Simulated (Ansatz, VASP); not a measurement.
**One calculation of InAs, two programs**

```
In As
1.0
     0.00000    3.01800    3.01800
     3.01800    0.00000    3.01800
     3.01800    3.01800    0.00000
In As
1 1
Direct
  0.00000 0.00000 0.00000
  0.75000 0.75000 0.75000
```

Alike in both runs: functional r2SCAN; k mesh 6 × 6 × 6; occupations fermi-dirac, width 0.05 eV; non-collinear spin, spin-orbit coupling.

```csv
,VASP,Ansatz
version,VASP 6.6.1,Ansatz 0.2.0
potentials or method,"VASP PAW PBE potentials, release 64 (In_d, As)",Ansatz PAW
plane-wave cutoff (eV),520,500
valence electrons in the cell,18,28
task,single point,band structure
```

|  | VASP | Ansatz | Ansatz less VASP |
| --- | --- | --- | --- |
| pressure (GPa) | 2.2 | 2.2 | -0.01 |
| net moment per atom (μB) | 0.00 | 0.00 | 0.000 |

VASP's potentials were made for PBE, not for r2SCAN. The functional is the same, so the differences come from potentials, cutoffs and numerics. VASP's potentials hold 18 valence electrons a cell and Ansatz's 28, so a difference there can come from the potentials and not from the codes.
